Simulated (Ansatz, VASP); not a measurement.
Ru: VASP beside Ansatz

```
Ru
1.0
     2.70629    0.00000    0.00000
    -1.35314    2.34371    0.00000
     0.00000    0.00000    4.25987
Ru
2
Cartesian
  0.0000 1.5625 1.0650
  1.3531 0.7812 3.1949
```

Alike in both runs: functional r2SCAN; k mesh 16 × 16 × 9; occupations fermi-dirac, width 0.05 eV; no spin polarisation.

Ansatz relaxed the structure, and its values are those at the end. VASP's run is a single point on that final structure, the one shown.

```csv
,VASP,Ansatz
version,VASP 6.6.1,Ansatz 0.2.0
potentials or method,"VASP PAW PBE potentials, release 64 (Ru_pv), cutoff 520 eV",plane-wave PAW DFT
valence electrons in the cell,28,32
```

```tsv
	VASP	Ansatz	Ansatz less VASP
pressure (GPa)	1.1	0.0	-1.05
```

VASP's potentials were made for PBE, not for r2SCAN. VASP's potentials hold 28 valence electrons a cell and Ansatz's 32, so a difference there can come from the potentials and not from the codes.
